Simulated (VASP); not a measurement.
# NaH (Fm-3m) in VASP: a series of runs, part 2 of 2

VASP 6.6.1. The steps go on from the part before.

## Step 4: Single point, PBE-based screened hybrid with 50 % exact exchange

The input, POSCAR:

```
NaH
1.0
    0.0000000000      2.3975116427      2.3975116427
    2.3975116427      0.0000000000      2.3975116427
    2.3975116427      2.3975116427      0.0000000000
Na H
1 1
Direct
    0.0000000000      0.0000000000      0.0000000000
    0.5000000000      0.5000000000      0.5000000000
```

The input, INCAR.step1:

```
SYSTEM = NaH
PREC     = Accurate       ! precision mode
ENCUT    = 520            ! plane-wave cutoff, eV
EDIFF    = 1E-5           ! SCF threshold, eV
ISMEAR   = 0              ! smearing method
SIGMA    = 0.01           ! smearing width, eV
LREAL    = .False.        ! projectors in reciprocal space
LASPH    = .True.         ! aspherical terms in the spheres
NELM     = 80             ! most SCF steps
ALGO     = Normal         ! electronic algorithm
ISIF     = 2              ! what is computed and relaxed
LWAVE    = .True.         ! write WAVECAR
LCHARG   = .False.        ! write CHGCAR
NBANDS   = 11             ! bands
GGA      = PE             ! functional
```

The input, INCAR.step2:

```
SYSTEM = NaH
PREC     = Accurate       ! precision mode
ENCUT    = 520            ! plane-wave cutoff, eV
EDIFF    = 1E-7           ! SCF threshold, eV
ISMEAR   = 0              ! smearing method
SIGMA    = 0.01           ! smearing width, eV
LREAL    = .False.        ! projectors in reciprocal space
LASPH    = .True.         ! aspherical terms in the spheres
NELM     = 80             ! most SCF steps
ALGO     = Normal         ! electronic algorithm
ISIF     = 2              ! what is computed and relaxed
LWAVE    = .False.        ! write WAVECAR
LCHARG   = .False.        ! write CHGCAR
GGA      = PE             ! functional
LHFCALC  = .True.         ! exact exchange
AEXX     = 0.5            ! exact-exchange fraction
HFSCREEN = 0.1            ! screening, 1/A
PRECFOCK = Normal       
NBANDS   = 11             ! bands
ISTART   = 1
```

The input, KPOINTS:

```
Automatic mesh
0
Gamma
  4 4 4
  0 0 0
```

Potentials or basis: VASP PAW PBE potentials, release 64 (Na_pv, H).

On the command line:

```console
cat potpaw_PBE.64/Na_pv/POTCAR potpaw_PBE.64/H/POTCAR > POTCAR
cp INCAR.step1 INCAR
mpirun -np 1 vasp_std > vasp.out
cp INCAR.step2 INCAR
mpirun -np 1 vasp_std > vasp.out
```

OUTCAR:

```text
SYSTEM = NaH
   PREC = Accurate
   ENCUT = 520
   EDIFF = 1E-7
   ISMEAR = 0
   LREAL = .False.
   LASPH = .True.
   NELM = 80
   ISIF = 2
   GGA = PE
   LHFCALC = .True.
   AEXX = 0.5
   HFSCREEN = 0.1
   PRECFOCK = Normal
   ISTART = 1

 ion  position               nearest neighbor table
   1  0.000  0.000  0.000-
   2  0.500  0.500  0.500-

  LATTYP: Found a face centered cubic cell.
 ALAT       =     4.7950232854

  Lattice vectors:

 A1 = (   0.0000000000,   2.3975116427,   2.3975116427)
 A2 = (   2.3975116427,   0.0000000000,   2.3975116427)
 A3 = (   2.3975116427,   2.3975116427,   0.0000000000)

Analysis of symmetry for initial positions (statically):
=====================================================================
 Subroutine PRICEL returns:
 Original cell was already a primitive cell.

 Routine SETGRP: Setting up the symmetry group for a
 face centered cubic supercell.

 Subroutine GETGRP returns: Found 48 space group operations
 (whereof 48 operations were pure point group operations)
 out of a pool of 48 trial point group operations.

The static configuration has the point symmetry O_h .

Analysis of symmetry for dynamics (positions and initial velocities):
=====================================================================
 Subroutine PRICEL returns:
 Original cell was already a primitive cell.

 Routine SETGRP: Setting up the symmetry group for a
 face centered cubic supercell.

 Subroutine GETGRP returns: Found 48 space group operations
 (whereof 48 operations were pure point group operations)
 out of a pool of 48 trial point group operations.

The dynamic configuration has the point symmetry O_h .

 Subroutine INISYM returns: Found 48 space group operations
 (whereof 48 operations are pure point group operations),
 and found     1 'primitive' translations

----------------------------------------------------------------------------------------

                                     Primitive cell

  volume of cell :      27.5621

  direct lattice vectors                    reciprocal lattice vectors
     0.000000000  2.397511643  2.397511643    -0.208549561  0.208549561  0.208549561
     2.397511643  0.000000000  2.397511643     0.208549561 -0.208549561  0.208549561
     2.397511643  2.397511643  0.000000000     0.208549561  0.208549561 -0.208549561

  length of vectors
     3.390593481  3.390593481  3.390593481     0.361218435  0.361218435  0.361218435

  position of ions in fractional coordinates (direct lattice)
     0.000000000  0.000000000  0.000000000
     0.500000000  0.500000000  0.500000000

  ion indices of the primitive-cell ions
   primitive index   ion index
                 1           1
                 2           2

----------------------------------------------------------------------------------------

 KPOINTS: Automatic mesh

Automatic generation of k-mesh.
 Grid dimensions read from file:
 generate k-points for:    4    4    4

[... 29 lines left out ...]
   number of dos      NEDOS =    301   number of ions     NIONS =      2
   total plane-waves  NPLWV =  21952
   dimension x,y,z NGX =    28 NGY =   28 NGZ =   28
   dimension x,y,z NGXF=    56 NGYF=   56 NGZF=   56
   ions per type =               1   1
   NGX,Y,Z   is equivalent  to a cutoff of  13.73, 13.73, 13.73 a.u.
   NGXF,Y,Z  is equivalent  to a cutoff of  27.46, 27.46, 27.46 a.u.
 SYSTEM =  NaH
   PREC   = accura    normal or accurate (medium, high low for compatibility)
   ISTART =      1    job   : 0-new  1-cont  2-samecut
   ICHARG =      0    charge: 1-file 2-atom 10-const
   ISPIN  =      1    spin polarized calculation?
   LNONCOLLINEAR =      F non collinear calculations
   LSORBIT =      F    spin-orbit coupling
   LASPH  =      T    aspherical Exc in radial PAW
   ENCUT  =  520.0 eV  38.22 Ry    6.18 a.u.   6.30  6.30  6.30*2*pi/ulx,y,z
   NELM   =     80;   NELMIN=  2; NELMDL=  0     # of ELM steps
   EDIFF  = 0.1E-06   stopping-criterion for ELM
   LREAL  =      F    real-space projection
   EDIFFG = 0.1E-05   stopping-criterion for IOM
   NSW    =      0    number of steps for IOM
   IBRION =     -1    ionic relax: 0-MD 1-quasi-New 2-CG
   NFREE  =      0    steps in history (QN), initial steepest desc. (CG)
   ISIF   =      2    stress and relaxation
   ISYM   =      3    0-nonsym 1-usesym 2-fastsym
   POTIM  = 0.5000    time-step for ionic-motion
   TEBEG  =    0.0;   TEEND  =   0.0 temperature during run
   PSTRESS=    0.0 pullay stress
   NELECT =       8.0000    total number of electrons
   NUPDOWN=      -1.0000    fix difference up-down
   EMIN   =  10.00;   EMAX   =-10.00  energy-range for DOS
   EFERMI =   0.00;   METHOD = LEGACY
   ISMEAR =     0;   SIGMA  =   0.01  broadening in eV -4-tet -1-fermi 0-gaus
   EFERMI_NEDOS =   21; number of points for ismear=-14 and -15
   IALGO  =     38    algorithm
   IMIX   =      1    mixing-type and parameters
     AMIX     =   0.40;   BMIX     =  1.00
     AMIX_MAG =   1.60;   BMIX_MAG =  1.00
  volume/ion in A,a.u.               =      13.78        93.00
  Fermi-wavevector in a.u.,A,eV,Ry     =   1.083929  2.048328 15.985508  1.174902
  Thomas-Fermi vector in A             =   2.220007
   LORBIT       =      0    0 simple, 1 ext, 2 COOP (PROOUT), +10 PAW based schemes
   GGA     = PE    functional components
   LHFCALC =     T    Hartree Fock is set to
   PRECFOCK=normal    Normal, Fast or Accurate (Low or Medium for compatibility)
   ENCUT4O =  -1.0   cutoff for four orbital integrals eV
   NKREDX  =     1    reduce k-point grid by
   NKREDY  =     1    reduce k-point grid by
   NKREDZ  =     1    reduce k-point grid by
   AEXX    =    0.5000 exact exchange contribution
   HFSCREEN=    0.1000 screening length (either q_TF or 0.3 A-1)
   HFSCREENC=   0.1000 screening length for correlation (either q_TF or 0.3 A-1)
   ENCUTFOCK=  -1.0 apply spherical cutoff to Coloumb kernel
   IVDW    =     0    specifies the selected vdW correction
   LEPSILON=     F    determine dielectric tensor
   LRPA    =     F    only Hartree local field effects (RPA)
 non-spin polarized calculation
 Gauss-broadening in eV      SIGMA  =   0.01
  energy-cutoff  :      520.00
  volume of cell :       27.56
 maximum number of plane-waves:       754
 NGX is ok and might be reduce to    28
  NGX = 20; NGY = 20; NGZ = 20

 number of electron       7.9999992 magnetization

 Free energy of the ion-electron system (eV)
  ---------------------------------------------------
  ext. energy  EPLUGINS =         0.00000000
  ---------------------------------------------------
  free energy    TOTEN  =        -6.83144708 eV

  energy without entropy =       -6.83144708  energy(sigma->0) =       -6.83144708

 E-fermi :  -2.8042     XC(G=0):  -4.9507

 val. band max:       -2.9670626991   @ k =  -0.2500   0.5000   0.2500
 cond. band min:       3.6901810852   @ k =   0.5000   0.0000   0.0000
 fundamental gap:      6.6572437843
 Fermi energy:        -2.8041661145

 k-point     1 :       0.0000    0.0000    0.0000
  band No.  band energies     occupation
      1     -29.6318      2.00000
      2     -29.6318      2.00000
      3     -29.6318      2.00000
      4      -7.3750      2.00000
      5      11.5612      0.00000
      6      16.3811      0.00000
      7      16.3811      0.00000
      8      16.3811      0.00000
      9      17.6530      0.00000
     10      17.6530      0.00000
     11      17.6530      0.00000
[... 85 lines left out ...]
 k-point     8 :      -0.2500    0.5000    0.2500
  band No.  band energies     occupation
      1     -29.6844      2.00000
      2     -29.6844      2.00000
      3     -29.6643      2.00000
      4      -2.9671      2.00000
      5       6.0964      0.00000
      6       6.0964      0.00000
      7       8.9027      0.00000
      8      17.6923      0.00000
      9      18.6526      0.00000
     10      18.6527      0.00000
     11      20.7502      0.00000

------------------------ aborting loop because EDIFF is reached ----------------------------------------

  FORCE on cell =-STRESS in cart. coord.  units (eV):
  Direction    XX          YY          ZZ          XY          YZ          ZX
  --------------------------------------------------------------------------------------
  -------------------------------------------------------------------------------------
  Total       -0.0577514     -0.0577514     -0.0577514      0.0000000      0.0000000     -0.0000000
  in kB       -3.3570759     -3.3570759     -3.3570759      0.0000000      0.0000000     -0.0000000
  external PRESSURE =      -3.3570759 kB  Pullay stress =       0.0000000 kB

 VOLUME and BASIS-vectors are now :
 -----------------------------------------------------------------------------
  energy-cutoff  :      520.00
  volume of cell :       27.56
      direct lattice vectors                 reciprocal lattice vectors
     0.000000000  2.397511643  2.397511643    -0.208549561  0.208549561  0.208549561
     2.397511643  0.000000000  2.397511643     0.208549561 -0.208549561  0.208549561
     2.397511643  2.397511643  0.000000000     0.208549561  0.208549561 -0.208549561

 POSITION                                       TOTAL-FORCE (eV/Angst)
 -----------------------------------------------------------------------------------
      0.00000      0.00000      0.00000         0.000000      0.000000      0.000000
      2.39751      2.39751      2.39751         0.000000     -0.000000     -0.000000
 -----------------------------------------------------------------------------------
    total drift:                               -0.000000     -0.000000     -0.000000

  FREE ENERGIE OF THE ION-ELECTRON SYSTEM (eV)
  ---------------------------------------------------
  free  energy   TOTEN  =        -6.8314470814 eV

  energy  without entropy=       -6.8314470814  energy(sigma->0) =       -6.83144708
```

Run time: 55 s. Hardware: 1 thread of Intel Xeon Platinum 8488C (Sapphire Rapids), shared host; peak memory 0.24 GiB.

What came out:

- Free energy: -6.8314 eV
- Pressure: -0.3 GPa
- Band gap on the k mesh: 6.66 eV (least direct gap 7.70 eV)

Caveat: the k points lie up to 0.57 Å⁻¹ apart; the PAW data sets were made with another functional, which shifts forces and pressure a little. A k mesh can miss the band edges.

## Step 5: Single point, HF

POSCAR is that of step 4.

The input, INCAR.step1:

```
SYSTEM = NaH
ALGO = Normal
EDIFF = 1E-5
ENCUT = 520
GGA = PE
ISIF = 2
ISMEAR = 0
LASPH = .True.
LREAL = .False.
LWAVE = .True.
NBANDS = 11
NELM = 60
PREC = Accurate
SIGMA = 0.01
```

The input, INCAR.step2:

```
SYSTEM = NaH
AEXX = 1.0
AGGAC = 0.0
ALDAC = 0.0
ALGO = Normal
EDIFF = 1E-6
ENCUT = 520
GGA = PE
ISIF = 2
ISMEAR = 0
ISTART = 1
LASPH = .True.
LCHARG = .True.
LELF = .True.
LHFCALC = .True.
LREAL = .False.
LVHAR = .True.
LWAVE = .False.
NBANDS = 11
NELM = 60
PREC = Accurate
PRECFOCK = Normal
SIGMA = 0.01
```

The input, KPOINTS:

```
k-points
0
Gamma
  4 4 4
  0 0 0
```

On the command line:

```console
cat potpaw_PBE.64/Na_pv/POTCAR potpaw_PBE.64/H/POTCAR > POTCAR
cp INCAR.step1 INCAR
mpirun -np 1 vasp_std > vasp.out
cp INCAR.step2 INCAR
mpirun -np 1 vasp_std > vasp.out
```

Run time: 52 s. Hardware: 1 thread of Intel Xeon Platinum 8488C (Sapphire Rapids), shared host; peak memory 0.15 GiB.

It converged, with:

* Free energy: -8.5632 eV
* Pressure: 1.8 GPa
* Band gap on the k mesh: 11.78 eV (least direct gap 12.86 eV)

Levels at points of the mesh, in eV from the valence-band top:
```
           k point  band 2  band 3  band 4  band 5  band 6  band 7
(0.00, 0.00, 0.00)  -30.94  -30.94   -4.73   20.27   25.04   25.04
(0.50, 0.00, 0.00)  -30.94  -30.94   -1.15   11.78   20.09   22.80
(0.50, 0.50, 0.00)  -30.96  -30.96   -0.20   12.65   18.84   19.74
```

Caveat: the k points lie up to 0.57 Å⁻¹ apart; the PAW data sets were made with another functional, which shifts forces and pressure a little. A k mesh can miss the band edges.

## Step 6: Single point, PBE-based screened hybrid with 35 % exact exchange

POSCAR is that of step 5.

The input, INCAR.step1:

```
SYSTEM = NaH
  ALGO = Normal
  EDIFF = 1E-5
  ENCUT = 520
  GGA = PE
  ISIF = 2
  ISMEAR = 0
  LASPH = .True.
  LCHARG = .False.
  LREAL = .False.
  LWAVE = .True.
  NBANDS = 11
  NELM = 100
  PREC = Accurate
  SIGMA = 0.01
```

The input, INCAR.step2:

```
SYSTEM = NaH
  AEXX = 0.35
  ALGO = Normal
  EDIFF = 1E-6
  ENCUT = 520
  GGA = PE
  HFSCREEN = 0.1
  ISIF = 2
  ISMEAR = 0
  ISTART = 1
  LASPH = .True.
  LCHARG = .False.
  LHFCALC = .True.
  LREAL = .False.
  LWAVE = .False.
  NBANDS = 11
  NELM = 100
  PREC = Accurate
  PRECFOCK = Normal
  SIGMA = 0.01
```

KPOINTS is that of step 5.

Potentials or basis: VASP PAW PBE potentials, release 64 (Na_pv, H).

On the command line:

```console
cat potpaw_PBE.64/Na_pv/POTCAR potpaw_PBE.64/H/POTCAR > POTCAR
cp INCAR.step1 INCAR
mpirun -np 1 vasp_std > vasp.out
cp INCAR.step2 INCAR
mpirun -np 1 vasp_std > vasp.out
```

It took 42 s on 1 thread of Intel Xeon Platinum 8488C (Sapphire Rapids), shared host; peak memory 0.24 GiB.

It converged, with:

```yaml
Free_energy: -6.2950 eV
Pressure: -0.1 GPa
Band_gap_on_the_k_mesh: 5.78 eV (least direct gap 6.80 eV)
```

Levels at points of the mesh, in eV from the valence-band top:
```tsv
k point	band 1	band 2	band 3	band 4	band 5	band 6	band 7	band 8	band 9
(0.00, 0.00, 0.00)	-25.29	-25.29	-25.29	-4.21	13.36	18.27	18.27	18.27	19.43
(0.50, 0.00, 0.00)	-25.38	-25.30	-25.30	-1.02	5.78	13.40	16.06	16.06	19.22
(0.50, 0.50, 0.00)	-25.37	-25.32	-25.32	-0.20	6.64	12.34	13.21	13.21	14.66
```

Caveat: the k points lie up to 0.57 Å⁻¹ apart; the PAW data sets were made with another functional, which shifts forces and pressure a little.

## Step 7: Summary

| level | k mesh | grid for exact exchange (PRECFOCK) | share of exact exchange | screening parameter | gap on the mesh (eV) | pressure (GPa) |
| --- | --- | --- | --- | --- | --- | --- |
| PBE | 6 × 6 × 6 | - | - | - | 3.85 | 0.5 |
| HSE06 | 4 × 4 × 4 | Normal | 0.25 | 0.2079 1/Å | 4.85 | 0.2 |
| PBE-based screened hybrid with 50 % exact exchange | 4 × 4 × 4 | Normal | 0.5 | 0.1 1/Å | 6.66 | -0.3 |
| HF | 4 × 4 × 4 | Normal | 1 | - | 11.78 | 1.8 |
| PBE-based screened hybrid with 35 % exact exchange | 4 × 4 × 4 | Normal | 0.35 | 0.1 1/Å | 5.78 | -0.1 |

Alike in all rows: task single point; potentials or basis VASP PAW PBE potentials, release 64 (Na_pv, H); no spin polarisation; cell as given; cutoff (eV) 520; smearing gaussian 0.01 eV.

Caveats: some runs use coarse meshes; the PAW data sets were made with another functional, which shifts forces and pressure a little (at least some runs).

Absolute energies hang on the potentials; compare differences alone.
